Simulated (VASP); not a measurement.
# Cu in VASP: further runs, part 2 of 2

VASP 6.6.1. The steps go on from the part before.

## (4) Single point, PBE

Contents of INCAR:

```
SYSTEM = Cu
PREC = Accurate
ENCUT = 520
EDIFF = 1E-6
ISMEAR = -1
SIGMA = 0.1
LREAL = .FALSE.
LASPH = .TRUE.
NELM = 100
ALGO = Normal
ISIF = 2
LWAVE = .FALSE.
LCHARG = .FALSE.
GGA = PE
NBANDS = 30
```

Contents of KPOINTS:

```
Automatic mesh
0
G
  14 14 1
  0 0 0
```

Contents of POSCAR:

```
Cu
1.0
    2.5665139637      0.0000000000      0.0000000000
    0.0000000000      2.5665139637      0.0000000000
    0.0000000000      0.0000000000     21.4444000000
Cu
4
Direct
    0.2500000000      0.2500000000      0.3750743292
    0.7500000000      0.7500000000      0.4572841423
    0.2500000000      0.2500000000      0.5427157821
    0.7500000000      0.7500000000      0.6249257460
```

Potentials or basis: VASP PAW PBE potentials, release 64 (Cu).

On the command line:

```
$ cat potpaw_PBE.64/Cu/POTCAR > POTCAR
$ mpirun -np 1 vasp_std > vasp.out
```

OUTCAR:

```text
SYSTEM = Cu
   PREC = Accurate
   ENCUT = 520
   EDIFF = 1E-6
   ISMEAR = -1
   LREAL = .FALSE.
   LASPH = .TRUE.
   NELM = 100
   ISIF = 2
   GGA = PE

 ion  position               nearest neighbor table
   1  0.250  0.250  0.375-   2 2.53   2 2.53   2 2.53   2 2.53
   2  0.750  0.750  0.457-   1 2.53   1 2.53   1 2.53   1 2.53   3 2.58   3 2.58   3 2.58   3 2.58

   3  0.250  0.250  0.543-   4 2.53   4 2.53   4 2.53   4 2.53   2 2.58   2 2.58   2 2.58   2 2.58

   4  0.750  0.750  0.625-   3 2.53   3 2.53   3 2.53   3 2.53

  LATTYP: Found a simple tetragonal cell.
 ALAT       =     2.5665139637
 C/A-ratio  =     8.3554581441

  Lattice vectors:

 A1 = (   2.5665139637,   0.0000000000,   0.0000000000)
 A2 = (   0.0000000000,   2.5665139637,   0.0000000000)
 A3 = (   0.0000000000,   0.0000000000,  21.4444000000)

Analysis of symmetry for initial positions (statically):
=====================================================================
 Subroutine PRICEL returns:
 Original cell was already a primitive cell.

 Routine SETGRP: Setting up the symmetry group for a
 simple tetragonal supercell.

 Subroutine GETGRP returns: Found 16 space group operations
 (whereof  4 operations were pure point group operations)
 out of a pool of 16 trial point group operations.

The static configuration has the point symmetry C_2h.
 The point group associated with its full space group is D_4h.

Analysis of symmetry for dynamics (positions and initial velocities):
=====================================================================
 Subroutine PRICEL returns:
 Original cell was already a primitive cell.

 Routine SETGRP: Setting up the symmetry group for a
 simple tetragonal supercell.

 Subroutine GETGRP returns: Found 16 space group operations
 (whereof  4 operations were pure point group operations)
 out of a pool of 16 trial point group operations.

The dynamic configuration has the point symmetry C_2h.
 The point group associated with its full space group is D_4h.

 Subroutine INISYM returns: Found 16 space group operations
 (whereof  4 operations are pure point group operations),
 and found     1 'primitive' translations

----------------------------------------------------------------------------------------

                                     Primitive cell

  volume of cell :     141.2541

  direct lattice vectors                    reciprocal lattice vectors
     2.566513964  0.000000000  0.000000000     0.389633571  0.000000000  0.000000000
     0.000000000  2.566513964  0.000000000     0.000000000  0.389633571  0.000000000
     0.000000000  0.000000000 21.444400000     0.000000000  0.000000000  0.046632221

  length of vectors
     2.566513964  2.566513964 21.444400000     0.389633571  0.389633571  0.046632221

  position of ions in fractional coordinates (direct lattice)
     0.250000000  0.250000000  0.375074329
     0.750000000  0.750000000  0.457284142
     0.250000000  0.250000000  0.542715782
     0.750000000  0.750000000  0.624925746

  ion indices of the primitive-cell ions
   primitive index   ion index
                 1           1
                 2           2
                 3           3
                 4           4

----------------------------------------------------------------------------------------

 KPOINTS: Automatic mesh

Automatic generation of k-mesh.
 Grid dimensions read from file:
 generate k-points for:   14   14    1

 Generating k-lattice:

  Cartesian coordinates                     Fractional coordinates (reciprocal lattice)
     0.027830969  0.000000000  0.000000000     0.071428571  0.000000000  0.000000000
     0.000000000  0.027830969  0.000000000     0.000000000  0.071428571  0.000000000
     0.000000000  0.000000000  0.046632221     0.000000000  0.000000000  1.000000000

  Length of vectors
     0.027830969  0.027830969  0.046632221

  Shift w.r.t. Gamma in fractional coordinates (k-lattice)
     0.000000000  0.000000000  0.000000000

 Subroutine IBZKPT returns following result:
 ===========================================

 Found     36 irreducible k-points:

 Following reciprocal coordinates:
            Coordinates               Weight
  0.000000  0.000000  0.000000      1.000000
  0.071429  0.000000  0.000000      4.000000
  0.142857  0.000000  0.000000      4.000000
  0.214286  0.000000  0.000000      4.000000
  0.285714  0.000000  0.000000      4.000000
  0.357143  0.000000  0.000000      4.000000
[... 16 lines left out ...]
  0.285714  0.214286  0.000000      8.000000
  0.357143  0.214286  0.000000      8.000000
 [... further k-points ...]
   k-points           NKPTS =     36   k-points in BZ     NKDIM =     36   number of bands    NBANDS=     30
   number of dos      NEDOS =    301   number of ions     NIONS =      4
   total plane-waves  NPLWV =  64000
   dimension x,y,z NGX =    20 NGY =   20 NGZ =  160
   dimension x,y,z NGXF=    40 NGYF=   40 NGZF=  320
   ions per type =               4
   NGX,Y,Z   is equivalent  to a cutoff of  12.95, 12.95, 12.40 a.u.
   NGXF,Y,Z  is equivalent  to a cutoff of  25.91, 25.91, 24.81 a.u.
 SYSTEM =  Cu
   PREC   = accura    normal or accurate (medium, high low for compatibility)
   ISTART =      0    job   : 0-new  1-cont  2-samecut
   ICHARG =      2    charge: 1-file 2-atom 10-const
   ISPIN  =      1    spin polarized calculation?
   LNONCOLLINEAR =      F non collinear calculations
   LSORBIT =      F    spin-orbit coupling
   LASPH  =      T    aspherical Exc in radial PAW
   ENCUT  =  520.0 eV  38.22 Ry    6.18 a.u.   4.77  4.77 39.87*2*pi/ulx,y,z
   NELM   =    100;   NELMIN=  2; NELMDL= -5     # of ELM steps
   EDIFF  = 0.1E-05   stopping-criterion for ELM
   LREAL  =      F    real-space projection
[... 7 lines left out ...]
   TEBEG  =    0.0;   TEEND  =   0.0 temperature during run
   PSTRESS=    0.0 pullay stress
   NELECT =      44.0000    total number of electrons
   NUPDOWN=      -1.0000    fix difference up-down
   EMIN   =  10.00;   EMAX   =-10.00  energy-range for DOS
   EFERMI =   0.00;   METHOD = LEGACY
   ISMEAR =    -1;   SIGMA  =   0.10  broadening in eV -4-tet -1-fermi 0-gaus
   EFERMI_NEDOS =   21; number of points for ismear=-14 and -15
   IALGO  =     38    algorithm
   IMIX   =      4    mixing-type and parameters
     AMIX     =   0.40;   BMIX     =  1.00
     AMIX_MAG =   1.60;   BMIX_MAG =  1.00
  volume/ion in A,a.u.               =      35.31       238.31
  Fermi-wavevector in a.u.,A,eV,Ry     =   1.109750  2.097124 16.756202  1.231546
  Thomas-Fermi vector in A             =   2.246294
   LORBIT       =      0    0 simple, 1 ext, 2 COOP (PROOUT), +10 PAW based schemes
   GGA     = PE    functional components
   LHFCALC =     F    Hartree Fock is set to
   AEXX    =    0.0000 exact exchange contribution
   IVDW    =     0    specifies the selected vdW correction
   LEPSILON=     F    determine dielectric tensor
   LRPA    =     F    only Hartree local field effects (RPA)
 non-spin polarized calculation
  energy-cutoff  :      520.00
  volume of cell :      141.25
 maximum number of plane-waves:      3827
 NGX is ok and might be reduce to    20
   NGX =  9   NGY =  9   NGZ = 79

 number of electron      43.9999938 magnetization

 Free energy of the ion-electron system (eV)
  ---------------------------------------------------
  ext. energy  EPLUGINS =         0.00000000
  ---------------------------------------------------
  free energy    TOTEN  =       -13.73267286 eV

  energy without entropy =      -13.68485582  energy(sigma->0) =      -13.70876434

 E-fermi :  -0.4149     XC(G=0):  -5.1581

 val. band max:       -0.4155315972   @ k =   0.0714   0.0714   0.0000
 cond. band min:      -0.3323632278   @ k =   0.5000   0.1429   0.0000
 fundamental gap:      0.0831683694
 Fermi energy:        -0.4149007351

 k-point     1 :       0.0000    0.0000    0.0000
  band No.  band energies     occupation
      1      -9.1363      2.00000
      2      -7.5039      2.00000
      3      -5.4993      2.00000
      4      -5.1128      2.00000
      5      -4.6410      2.00000
      6      -4.1818      2.00000
[... 22 lines left out ...]
     29       6.0600      0.00000
     30       7.9647      0.00000
[... 728 lines left out ...]
  band No.  band energies     occupation
      1      -5.7349      2.00000
      2      -4.9012      2.00000
      3      -4.4136      2.00000
      4      -4.2755      2.00000
      5      -4.0579      2.00000
      6      -3.8021      2.00000
[... 22 lines left out ...]
     29       7.7826      0.00000
     30       7.9683      0.00000

 [... further k-points ...]

------------------------ aborting loop because EDIFF is reached ----------------------------------------

  FORCE on cell =-STRESS in cart. coord.  units (eV):
  Direction    XX          YY          ZZ          XY          YZ          ZX
  --------------------------------------------------------------------------------------
  -------------------------------------------------------------------------------------
  Total       -1.0155170     -1.0155170      0.1179429     -0.0000000      0.0000000     -0.0000000
  in kB      -11.5185180    -11.5185180      1.3377690     -0.0000000      0.0000000     -0.0000000
  external PRESSURE =      -7.2330890 kB  Pullay stress =       0.0000000 kB

 VOLUME and BASIS-vectors are now :
 -----------------------------------------------------------------------------
  energy-cutoff  :      520.00
  volume of cell :      141.25
      direct lattice vectors                 reciprocal lattice vectors
     2.566513964  0.000000000  0.000000000     0.389633571  0.000000000  0.000000000
     0.000000000  2.566513964  0.000000000     0.000000000  0.389633571  0.000000000
     0.000000000  0.000000000 21.444400000     0.000000000  0.000000000  0.046632221

 POSITION                                       TOTAL-FORCE (eV/Angst)
 -----------------------------------------------------------------------------------
      0.64163      0.64163      8.04324         0.000000      0.000000     -0.030285
      1.92489      1.92489      9.80618         0.000000      0.000000      0.009076
      0.64163      0.64163     11.63821        -0.000000     -0.000000     -0.009076
      1.92489      1.92489     13.40116        -0.000000      0.000000      0.030285
 -----------------------------------------------------------------------------------
    total drift:                               -0.000000      0.000000      0.001388

  FREE ENERGIE OF THE ION-ELECTRON SYSTEM (eV)
  ---------------------------------------------------
  free  energy   TOTEN  =       -13.7326728574 eV

  energy  without entropy=      -13.6848558234  energy(sigma->0) =      -13.70876434
```

OSZICAR:

```text
N       E                     dE             d eps       ncg     rms          rms(c)
DAV:   1     0.356949148509E+03    0.35695E+03   -0.19170E+04  2160   0.178E+03
DAV:   2     0.970590428024E+01   -0.34724E+03   -0.33288E+03  2166   0.349E+02
DAV:   3    -0.160845655077E+02   -0.25790E+02   -0.24661E+02  2454   0.147E+02
[... 15 lines left out ...]
DAV:  19    -0.137326627241E+02   -0.36327E-05   -0.44411E-07  1608   0.929E-03    0.161E-03
DAV:  20    -0.137326678112E+02   -0.50870E-05   -0.87590E-07  1610   0.149E-02    0.766E-04
DAV:  21    -0.137326713238E+02   -0.35126E-05   -0.12589E-07  1498   0.674E-03    0.368E-04
DAV:  22    -0.137326726492E+02   -0.13255E-05   -0.65007E-08  1472   0.336E-03    0.276E-04
DAV:  23    -0.137326728574E+02   -0.20815E-06   -0.17852E-08  1398   0.229E-03
   1 F= -.13732673E+02 E0= -.13708764E+02  d E =-.478170E-01
```

Run time: 2.7 min. Hardware: 1 thread of Intel Xeon Platinum 8488C (Sapphire Rapids), shared host; peak memory 0.29 GiB.

Results:

```yaml
Free_energy: -13.7327 eV
Largest_force: 0.030 eV/Å
Band_gap_on_the_k_mesh: zero (bands 22 and 23 overlap by 4.42 eV)
```

Forces on the atoms (eV/Å):
```
Cu   0.000  0.000 -0.030
Cu   0.000  0.000  0.009
Cu   0.000  0.000 -0.009
Cu   0.000  0.000  0.030
```

Caveat: there is no dipole correction, which matters where the two faces differ.

## (5) Summary

```csv
cell,dipole correction,gap on the mesh (eV),largest force (eV/Å)
"as given, atomic positions A",yes,none,0.22
"as given, atomic positions B",yes,none,0.03
"as given, atomic positions B",no,none,0.03
```

Alike in all rows: task single point; level PBE; potentials or basis VASP PAW PBE potentials, release 64 (Cu); no spin polarisation; k mesh 14 × 14 × 1; cutoff (eV) 520; smearing fermi-dirac 0.1 eV.

Caveats: there is no dipole correction, which matters where the two faces differ (at least some runs).

Absolute energies hang on the potentials; compare differences alone.

The gap in the log of VASP goes by the Fermi energy; the results here count the filled bands.